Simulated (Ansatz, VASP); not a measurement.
# One calculation of SiC, two programs

```
Si C
1.0
     3.09693    0.00000    0.00000
     0.00000    4.37971    0.00000
     0.00000    0.00000   19.09690
Si C
3 3
Direct
  0.25000 0.08901 0.42973
  0.75000 0.64217 0.50000
  0.25000 0.08901 0.57027
  0.75000 0.89184 0.41805
  0.25000 0.39613 0.50000
  0.75000 0.89184 0.58195
```

Alike in both runs: functional PBE; k mesh 8 × 6 × 1; occupations fermi-dirac, width 0.02 eV; no spin polarisation.

Ansatz relaxed the structure, and its values are those at the end. VASP's run is a single point on that final structure, the one shown.

|  | VASP | Ansatz |
| --- | --- | --- |
| version | VASP 6.6.1 | Ansatz 0.2.0 |
| potentials or method | VASP PAW PBE potentials, release 64 (Si, C) | PAW with Ansatz's default frozen-core files, scalar-relativistic |
| plane-wave cutoff (eV) | 520 | 420 |
| valence electrons in the cell | 24 | 24 |

```csv
,VASP,Ansatz,Ansatz less VASP
rms of the force components (eV/Å),0.004,0.001,-0.0036
```

With one functional, cell and mesh, what is left measures potentials, basis and numerics. Ansatz's warnings: stress scf threshold loose, xc potential rough in thin density.
